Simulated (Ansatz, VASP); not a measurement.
# One calculation of Ir, two programs

INCAR

```
SYSTEM = Ir
PREC = Accurate
ENCUT = 520
EDIFF = 1E-6
ISMEAR = 0
SIGMA = 0.15
LREAL = .False.
LASPH = .True.
NELM = 60
ALGO = Normal
ISIF = 2
LWAVE = .False.
LCHARG = .True.
GGA = PS
LELF = .True.
LVHAR = .True.
NBANDS = 10
```

File KPOINTS:

```
Automatic mesh
0
Gamma
  22 22 22
  0 0 0
```

POSCAR

```
Ir
1.0
    0.0000000000      1.9197000000      1.9964880000
    1.9197000000      0.0000000000      1.9964880000
    1.9197000000      1.9197000000      0.0000000000
Ir
1
Direct
    0.0000000000      0.0000000000      0.0000000000
```

Input for Ansatz:

```yaml
crystal:
  lattice:
    - [0.0, 1.9197, 1.996488]
    - [1.9197, 0.0, 1.996488]
    - [1.9197, 1.9197, 0.0]
  atoms:
    - { symbol: Ir, position: [0.0, 0.0, 0.0] }
basis:
  ecutwfc: 420
kpoints:
  mp_grid: { grid: [22, 22, 22] }
hamiltonian:
  xc: pbesol
scf:
  occupations: { method: gaussian, width: 0.15 }
output:
  forces: true
  stress: true
  eigenvalues: true
```

Change from the starting cell: strain +0.000 along x and y, +0.040 along z, atoms carried along.

Alike in both runs: task single point; functional PBEsol; k mesh 22 × 22 × 22; occupations gaussian, width 0.15 eV; no spin polarisation.

|  | VASP | Ansatz |
| --- | --- | --- |
| version | VASP 6.6.1 | Ansatz 0.2.0 |
| potentials or method | VASP PAW PBE potentials, release 64 (Ir), cutoff 520 eV | scalar-relativistic, plane waves, PAW |
| valence electrons in the cell | 9 | 17 |

VASP gave:

```
gap on the k mesh at the Fermi level (eV)                     : none
pressure (GPa)                                                : -14.8
traceless stress, the component that is largest in VASP (GPa) : -8.89
```

Task: Which values does Ansatz return?

Result: gap on the k mesh at the Fermi level (eV): none; pressure (GPa): -15.5; traceless stress, the component that is largest in VASP (GPa): -8.92.

VASP's potentials were made for PBE, not for PBEsol. A gap of «none» marks a metal or a gap that the smearing closes. VASP's potentials hold 9 valence electrons a cell and Ansatz's 17, so a difference there can come from the potentials and not from the codes.

Spin-orbit coupling is off throughout.
